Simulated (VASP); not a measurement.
# Si4P (P-1) in VASP: a series of runs

The runs below take Si4P through single point, with PBE.

Program: VASP 6.6.1. These are calculated values, not measurements. Logs are shortened: lines on timing, memory, paths and dates and some standing lists are left out, and cuts for length are marked.

## (1) The cell of the first run

The typed cell holds 5 atoms: a = 3.172 Å, b = 3.879 Å, c = 4.995 Å, α = 75.12°, β = 71.57°, γ = 89.90°.

The cell was built from a structure type or drawn by symmetry, and may not be a known phase.

## (2) Single point, PBE

Contents of INCAR:

```
PREC = Accurate
ENCUT = 520
EDIFF = 1E-6
ISMEAR = 0
SIGMA = 0.1
LREAL = F
LASPH = T
NELM = 80
ALGO = Normal
ISIF = 2
LWAVE = F
LCHARG = T
GGA = PE
LELF = T
LVHAR = T
NBANDS = 18
```

Contents of KPOINTS:

```
regular mesh
0
Gamma
  6 6 4
```

Contents of POSCAR:

```
Si4P
1.0
    3.1719307600      0.0000000000      0.0000000000
    0.0066772200      3.8791819000      0.0000000000
    1.5789622400      1.2799880300      4.5629437700
Si P
4 1
Direct
    0.8888540300      0.6072760200      0.7080580000
    0.2926819900      0.2066040000      0.8889120200
    0.7073180100      0.7933960000      0.1110879800
    0.1111459700      0.3927239800      0.2919420000
    0.5000000000      0.0000000000      0.5000000000
```

Potentials or basis: VASP PAW PBE potentials, release 64 (Si, P).

Command:

```bash
> cat potpaw_PBE.64/Si/POTCAR potpaw_PBE.64/P/POTCAR > POTCAR
> mpirun -np 1 vasp_std > vasp.out
```

OUTCAR:

```text
PREC = Accurate
   ENCUT = 520
   EDIFF = 1E-6
   ISMEAR = 0
   LREAL = F
   LASPH = T
   NELM = 80
   ISIF = 2
   GGA = PE

 ion  position               nearest neighbor table
   1  0.889  0.607  0.708-   2 2.21   5 2.22   3 2.22   2 2.24   5 2.25   4 2.34   4 3.08   2 3.11
                             3 3.12   4 3.12   2 3.13
   2  0.293  0.207  0.889-   5 2.20   1 2.21   4 2.22   1 2.24   3 2.25   3 2.35   1 3.11   4 3.12
                             1 3.13   3 3.14
   3  0.707  0.793  0.111-   5 2.20   4 2.21   1 2.22   4 2.24   2 2.25   2 2.35   4 3.11   1 3.12
                             4 3.13   2 3.14
   4  0.111  0.393  0.292-   3 2.21   5 2.22   2 2.22   3 2.24   5 2.25   1 2.34   1 3.08   3 3.11
                             2 3.12   1 3.12   3 3.13
   5  0.500  0.000  0.500-   2 2.20   3 2.20   1 2.22   4 2.22   4 2.25   1 2.25

  LATTYP: Found a triclinic cell.
 ALAT       =     3.1719307600
 B/A-ratio  =     3.5296986402
 C/A-ratio  =     1.5810991968
 COS(alpha) =     0.0001835156
 COS(beta)  =     0.6338027990
 COS(gamma) =     0.7064574667

  Lattice vectors:

 A1 = (  -3.1719307600,   0.0000000000,   0.0000000000)
 A2 = (  -7.9094693200,   6.4783757700,  -4.5629437700)
 A3 = (  -3.1786079800,  -3.8791819000,   0.0000000000)

Analysis of symmetry for initial positions (statically):
=====================================================================
 Subroutine PRICEL returns:
 Original cell was already a primitive cell.

 Routine SETGRP: Setting up the symmetry group for a
 triclinic supercell.

 Subroutine GETGRP returns: Found  2 space group operations
 (whereof  2 operations were pure point group operations)
 out of a pool of  2 trial point group operations.

The static configuration has the point symmetry S_2 .

Analysis of symmetry for dynamics (positions and initial velocities):
=====================================================================
 Subroutine PRICEL returns:
 Original cell was already a primitive cell.

 Routine SETGRP: Setting up the symmetry group for a
 triclinic supercell.

 Subroutine GETGRP returns: Found  2 space group operations
 (whereof  2 operations were pure point group operations)
 out of a pool of  2 trial point group operations.

The dynamic configuration has the point symmetry S_2 .

 Subroutine INISYM returns: Found  2 space group operations
 (whereof  2 operations are pure point group operations),
 and found     1 'primitive' translations

----------------------------------------------------------------------------------------

                                     Primitive cell

  volume of cell :      56.1447

  direct lattice vectors                    reciprocal lattice vectors
     3.171930760  0.000000000  0.000000000     0.315265394 -0.000542665 -0.108942291
     0.006677220  3.879181900  0.000000000     0.000000000  0.257786313 -0.072313711
     1.578962240  1.279988030  4.562943770     0.000000000  0.000000000  0.219156766

  length of vectors
     3.171930760  3.879187647  4.995192385     0.333558070  0.267736916  0.219156766

  position of ions in fractional coordinates (direct lattice)
     0.888854030  0.607276020  0.708058000
     0.292681990  0.206604000  0.888912020
     0.707318010  0.793396000  0.111087980
     0.111145970  0.392723980  0.291942000
     0.500000000  0.000000000  0.500000000

  ion indices of the primitive-cell ions
   primitive index   ion index
                 1           1
                 2           2
                 3           3
                 4           4
                 5           5

----------------------------------------------------------------------------------------

 KPOINTS: regular mesh

Automatic generation of k-mesh.
 Grid dimensions read from file:
 generate k-points for:    6    6    4

 Generating k-lattice:

  Cartesian coordinates                     Fractional coordinates (reciprocal lattice)
     0.052544232 -0.000090444 -0.018157048     0.166666667 -0.000000000  0.000000000
     0.000000000  0.042964386 -0.012052285     0.000000000  0.166666667  0.000000000
     0.000000000  0.000000000  0.054789191     0.000000000  0.000000000  0.250000000

  Length of vectors
     0.055593012  0.044622819  0.054789191

  Shift w.r.t. Gamma in fractional coordinates (k-lattice)
     0.000000000  0.000000000  0.000000000

 Subroutine IBZKPT returns following result:
 ===========================================

 Found     76 irreducible k-points:

 Following reciprocal coordinates:
            Coordinates               Weight
  0.000000  0.000000  0.000000      1.000000
  0.166667  0.000000 -0.000000      2.000000
  0.333333 -0.000000  0.000000      2.000000
  0.500000 -0.000000  0.000000      1.000000
  0.000000  0.166667  0.000000      2.000000
  0.166667  0.166667  0.000000      2.000000
[... 16 lines left out ...]
  0.333333 -0.000000  0.250000      2.000000
  0.500000 -0.000000  0.250000      2.000000
 [... further k-points ...]
   k-points           NKPTS =     76   k-points in BZ     NKDIM =     76   number of bands    NBANDS=     18
   number of dos      NEDOS =    301   number of ions     NIONS =      5
   total plane-waves  NPLWV =  28800
   dimension x,y,z NGX =    24 NGY =   30 NGZ =   40
   dimension x,y,z NGXF=    48 NGYF=   60 NGZF=   80
   ions per type =               4   1
   NGX,Y,Z   is equivalent  to a cutoff of  12.58, 12.86, 13.31 a.u.
   NGXF,Y,Z  is equivalent  to a cutoff of  25.16, 25.71, 26.62 a.u.
 SYSTEM =  unknown system
   PREC   = accura    normal or accurate (medium, high low for compatibility)
   ISTART =      0    job   : 0-new  1-cont  2-samecut
   ICHARG =      2    charge: 1-file 2-atom 10-const
   ISPIN  =      1    spin polarized calculation?
   LNONCOLLINEAR =      F non collinear calculations
   LSORBIT =      F    spin-orbit coupling
   LASPH  =      T    aspherical Exc in radial PAW
   ENCUT  =  520.0 eV  38.22 Ry    6.18 a.u.   5.90  7.21  9.29*2*pi/ulx,y,z
   NELM   =     80;   NELMIN=  2; NELMDL= -5     # of ELM steps
   EDIFF  = 0.1E-05   stopping-criterion for ELM
   LREAL  =      F    real-space projection
   EDIFFG = 0.1E-04   stopping-criterion for IOM
   NSW    =      0    number of steps for IOM
   IBRION =     -1    ionic relax: 0-MD 1-quasi-New 2-CG
   NFREE  =      0    steps in history (QN), initial steepest desc. (CG)
   ISIF   =      2    stress and relaxation
   ISYM   =      2    0-nonsym 1-usesym 2-fastsym
   POTIM  = 0.5000    time-step for ionic-motion
   TEBEG  =    0.0;   TEEND  =   0.0 temperature during run
   PSTRESS=    0.0 pullay stress
   NELECT =      21.0000    total number of electrons
   NUPDOWN=      -1.0000    fix difference up-down
   EMIN   =  10.00;   EMAX   =-10.00  energy-range for DOS
   EFERMI =   0.00;   METHOD = LEGACY
   ISMEAR =     0;   SIGMA  =   0.10  broadening in eV -4-tet -1-fermi 0-gaus
   EFERMI_NEDOS =   21; number of points for ismear=-14 and -15
   IALGO  =     38    algorithm
   IMIX   =      4    mixing-type and parameters
     AMIX     =   0.40;   BMIX     =  1.00
     AMIX_MAG =   1.60;   BMIX_MAG =  1.00
  volume/ion in A,a.u.               =      11.23        75.78
  Fermi-wavevector in a.u.,A,eV,Ry     =   1.179537  2.229002 18.929892  1.391308
  Thomas-Fermi vector in A             =   2.315846
   LORBIT       =      0    0 simple, 1 ext, 2 COOP (PROOUT), +10 PAW based schemes
   GGA     = PE    functional components
   LHFCALC =     F    Hartree Fock is set to
   AEXX    =    0.0000 exact exchange contribution
   IVDW    =     0    specifies the selected vdW correction
   LEPSILON=     F    determine dielectric tensor
   LRPA    =     F    only Hartree local field effects (RPA)
 non-spin polarized calculation
 Gauss-broadening in eV      SIGMA  =   0.10
  energy-cutoff  :      520.00
  volume of cell :       56.14
 maximum number of plane-waves:      1532
   NGX = 11   NGY = 15   NGZ = 19

 number of electron      20.9999999 magnetization

 Free energy of the ion-electron system (eV)
  ---------------------------------------------------
  ext. energy  EPLUGINS =         0.00000000
  ---------------------------------------------------
  free energy    TOTEN  =       -21.51088219 eV

  energy without entropy =      -21.49905565  energy(sigma->0) =      -21.50496892

 E-fermi :  13.4865     XC(G=0): -12.2060

 val. band max:       13.4811151891   @ k =   0.0000   0.1667   0.2500
 cond. band min:      13.4920093448   @ k =   0.5000   0.3333   0.2500
 fundamental gap:      0.0108941557
 Fermi energy:        13.4864874726

 k-point     1 :       0.0000    0.0000    0.0000
  band No.  band energies     occupation
      1      -3.9656      2.00000
      2       2.5015      2.00000
      3       3.0538      2.00000
      4       6.0388      2.00000
      5       6.2502      2.00000
      6       8.1557      2.00000
[... 10 lines left out ...]
     17      20.7971      0.00000
     18      21.2438      0.00000

 k-point     2 :       0.1667    0.0000   -0.0000
  band No.  band energies     occupation
      1      -3.5348      2.00000
      2       2.0949      2.00000
      3       4.1902      2.00000
      4       6.1778      2.00000
      5       6.3607      2.00000
      6       7.3345      2.00000
[... 10 lines left out ...]
     17      19.2956      0.00000
     18      19.6117      0.00000

 k-point     3 :       0.3333   -0.0000    0.0000
  band No.  band energies     occupation
      1      -2.2677      2.00000
      2       2.0714      2.00000
      3       3.2756      2.00000
      4       5.2186      2.00000
      5       6.5849      2.00000
      6       7.1849      2.00000
[... 10 lines left out ...]
     17      20.4723      0.00000
     18      20.7573      0.00000

 k-point     4 :       0.5000   -0.0000    0.0000
  band No.  band energies     occupation
      1      -0.6756      2.00000
      2       0.4888      2.00000
      3       3.4245      2.00000
      4       3.6056      2.00000
      5       8.0297      2.00000
      6       8.7416      2.00000
[... 375 lines left out ...]
      4       6.0588      2.00000
      5       6.3892      2.00000
      6       7.3192      2.00000
[... 10 lines left out ...]
     17      19.1847      0.00000
     18      20.3315      0.00000

 k-point    23 :       0.3333   -0.0000    0.2500
  band No.  band energies     occupation
      1      -2.3960      2.00000
      2       2.7652      2.00000
      3       3.7603      2.00000
      4       4.5828      2.00000
      5       5.6658      2.00000
      6       7.3274      2.00000
[... 10 lines left out ...]
     17      19.1545      0.00000
     18      21.2092      0.00000

 k-point    24 :       0.5000   -0.0000    0.2500
  band No.  band energies     occupation
      1      -0.7727      2.00000
      2       1.0538      2.00000
      3       1.8747      2.00000
      4       5.9999      2.00000
      5       6.3002      2.00000
      6       8.1301      2.00000
[... 10 lines left out ...]
     17      17.2553      0.00000
     18      21.4078      0.00000

 [... further k-points ...]
[... 5 lines left out ...]
  --------------------------------------------------------------------------------------
  -------------------------------------------------------------------------------------
  Total       27.1372901     26.9234071     25.1309238     -0.8971185     -0.1423587     -0.1161336
  in kB      774.4049118    768.3014273    717.1501202    -25.6006770     -4.0624266     -3.3140533
  external PRESSURE =     753.2854865 kB  Pullay stress =       0.0000000 kB

 VOLUME and BASIS-vectors are now :
 -----------------------------------------------------------------------------
  energy-cutoff  :      520.00
  volume of cell :       56.14
      direct lattice vectors                 reciprocal lattice vectors
     3.171930760  0.000000000  0.000000000     0.315265394 -0.000542665 -0.108942291
     0.006677220  3.879181900  0.000000000     0.000000000  0.257786313 -0.072313711
     1.578962240  1.279988030  4.562943770     0.000000000  0.000000000  0.219156766

 POSITION                                       TOTAL-FORCE (eV/Angst)
 -----------------------------------------------------------------------------------
      3.94144      3.26204      3.23083        -0.117573      0.146723     -1.303845
      2.33331      1.93925      4.05606         0.568776     -0.931043     -0.009675
      2.42427      3.21992      0.50689        -0.568776      0.931043      0.009675
      0.81614      1.89713      1.33211         0.117573     -0.146723      1.303845
      2.37545      0.63999      2.28147         0.000000      0.000000      0.000000
 -----------------------------------------------------------------------------------
    total drift:                               -0.000000     -0.000000     -0.000000

  FREE ENERGIE OF THE ION-ELECTRON SYSTEM (eV)
  ---------------------------------------------------
  free  energy   TOTEN  =       -21.5108821926 eV

  energy  without entropy=      -21.4990556505  energy(sigma->0) =      -21.50496892
```

It took 42 s on 1 thread of Intel Xeon 8259CL, shared host; peak memory 0.21 GiB.

Results:

```yaml
Free_energy: -21.5109 eV
Pressure: 75.3 GPa
Largest_force: 1.317 eV/Å
Band_gap_on_the_k_mesh: zero (an odd number of electrons rules out a gap without spin polarisation)
```

Forces in eV/Å, atoms in the order of the input:
```
Si  -0.118  0.147 -1.304
Si   0.569 -0.931 -0.010
Si  -0.569  0.931  0.010
Si   0.118 -0.147  1.304
P    0.000  0.000  0.000
```

Caveat: the cell stands under pressure; forces of over 1 eV/Å act on the atoms, so gaps and moduli don't describe the material at rest.

## (3) Single point, PBE

This run uses another cell than the first one, of 15.88 Å³/atom.

Contents of INCAR:

```
SYSTEM = Si4P
  ALGO = Normal
  EDIFF = 1E-6
  ENCUT = 520
  GGA = PE
  ISIF = 2
  ISMEAR = 0
  LASPH = .True.
  LCHARG = .False.
  LREAL = .False.
  LWAVE = .False.
  NBANDS = 18
  NELM = 100
  PREC = Accurate
  SIGMA = 0.1
```

Contents of KPOINTS:

```
k-points
0
Gamma
  6 6 4
  0 0 0
```

Contents of POSCAR:

```
Si4P
1.0
    3.5700765120     -0.0327437330     -0.0320240381
   -0.0325293072      4.4662817931      0.0433563578
    1.7178749940      1.5085105133      4.9779069711
Si P
4 1
Direct
    0.9042652920      0.6044549901      0.6949861159
    0.3017362598      0.1939656731      0.8976412549
    0.6982637402      0.8060343269      0.1023587451
    0.0957347080      0.3955450099      0.3050138841
    0.5000000000      0.0000000000      0.5000000000
```

Potentials or basis: VASP PAW PBE potentials, release 64 (Si, P).

Command:

```bash
> cat potpaw_PBE.64/Si/POTCAR potpaw_PBE.64/P/POTCAR > POTCAR
> mpirun -np 1 vasp_std > vasp.out
```

Wall time 78 s (1 thread of Intel Xeon 8259CL, shared host); peak memory 0.24 GiB.

Results (log left out):

```yaml
Free_energy: -25.7596 eV
Pressure: -0.1 GPa
Largest_force: 0.008 eV/Å
Band_gap_on_the_k_mesh: zero (an odd number of electrons rules out a gap without spin polarisation)
```

Forces in eV/Å, atoms in the order of the input:
```
Si  -0.003  0.006  0.000
Si   0.001  0.007 -0.003
Si  -0.001 -0.007  0.003
Si   0.003 -0.006  0.000
P    0.000  0.000  0.000
```

Stress tensor (GPa, compression positive):
```
-0.20  0.03  0.06
 0.03  0.02  0.26
 0.06  0.26  0.01
```

Levels at points of the mesh, in eV from the Fermi level:
```
           k point  band 8  band 9  band 10  band 11  band 12  band 13
(0.00, 0.00, 0.00)   -2.83   -1.63    -0.81    -0.77     2.60     3.16
(0.50, 0.00, 0.00)   -3.48   -3.26    -1.91    -1.52     0.20     0.47
(0.00, 0.50, 0.00)   -0.98   -0.92    -0.22     0.85     1.02     1.96
(0.50, 0.50, 0.00)   -3.82   -3.27    -2.62     0.98     1.68     3.61
(0.00, 0.00, 0.50)   -1.93   -1.07     0.56     0.63     0.75     1.43
(0.50, 0.00, 0.50)   -3.30   -2.96    -1.97    -1.60     0.62     0.89
(0.00, 0.50, 0.50)   -1.05   -0.89    -0.29     0.04     0.40     0.73
(0.50, 0.50, 0.50)   -3.94   -2.89    -2.24     1.10     1.82     3.36
```
